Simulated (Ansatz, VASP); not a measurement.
Ga3SbN2 in VASP and in Ansatz

```xyz
6
Lattice="6.0583 0.0000 0.0000 -3.0291 5.2466 0.0000 0.0000 0.0000 6.9157" Properties=species:S:1:pos:R:3 pbc="T T T"
Ga    3.0291    0.0000    1.6732
Ga   -1.5146    2.6233    1.6732
Ga    1.5146    2.6233    1.6732
Sb    0.0000    0.0000    2.5757
N     0.0000    3.4977    1.1157
N     3.0291    1.7489    1.1157
```

Alike in both runs: task relaxation of cell and atoms; functional PBE; k mesh 3 × 3 × 4; occupations gaussian, width 0.1 eV; no spin polarisation.

|  | VASP | Ansatz |
| --- | --- | --- |
| version | VASP 6.6.1 | Ansatz 0.2.0 |
| potentials or method | VASP PAW PBE potentials, release 64 (Ga_d, Sb, N), cutoff 600 eV | scalar-relativistic, plane waves, PAW |
| valence electrons in the cell | 54 | 64 |

```tsv
	VASP	Ansatz	Ansatz less VASP
gap on the k mesh at the Fermi level, each at its own relaxed structure (eV)	0.61	0.61	+0.007
relaxed volume (Å³/atom)	36.64	36.64	0.000
relaxed length of the cell vector where the two differ most in proportion (Å)	6.058	6.058	0.0000
```

VASP's potentials hold 54 valence electrons a cell and Ansatz's 64, so a difference there can come from the potentials and not from the codes.

Neither program's run includes spin-orbit coupling. Noted on VASP's run: the relaxation stopped at its first step, so nothing moved.
